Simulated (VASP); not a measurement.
Input of a VASP 6.6.1 run:

File INCAR:

```
SYSTEM = AlNi3
PREC = Accurate
ENCUT = 520
EDIFF = 1E-7
ISMEAR = 0
SIGMA = 0.15
LREAL = .False.
LASPH = .True.
NELM = 60
ALGO = Fast
ISIF = 2
LWAVE = .False.
LCHARG = .False.
GGA = PS
NBANDS = 24
```

File KPOINTS:

```
regular mesh
0
Gamma
  14 14 14
  0 0 0
```

Contents of POSCAR:

```
AlNi3
1.0
   -0.1362903746      2.7758971167      2.7758971167
    2.7758971167     -0.1362903746      2.7758971167
    2.7758971167      2.7758971167     -0.1362903746
Al Ni
1 3
Direct
    0.5000000000      0.5000000000      0.5000000000
    0.2500000000      0.2500000000      0.2500000000
    0.0000000000      0.0000000000      0.0000000000
    0.7500000000      0.7500000000      0.7500000000
```

Potentials or basis: VASP PAW PBE potentials, release 64 (Al, Ni).

Command:

```sh
$ cat potpaw_PBE.64/Al/POTCAR potpaw_PBE.64/Ni/POTCAR > POTCAR
$ mpirun -np 1 vasp_std > vasp.out
```

Problem. What does it give for the band gap on the k mesh?

Solution. Zero (an odd number of electrons rules out a gap without spin polarisation).

Problem. Predict the largest force.

Solution. 0.088 eV/Å.

Problem. Estimate the pressure.

Solution. -7.0 GPa.

Forces in eV/Å, atoms in the order of the input:
```
Al   0.000  0.000  0.000
Ni   0.051  0.051  0.051
Ni   0.000  0.000  0.000
Ni  -0.051 -0.051 -0.051
```

Caveat: the cell stands under tension; the PAW data sets were made with another functional, which shifts forces and pressure a little. Spin polarisation is off, so any magnetic state and its effect on volume and gap are missing.
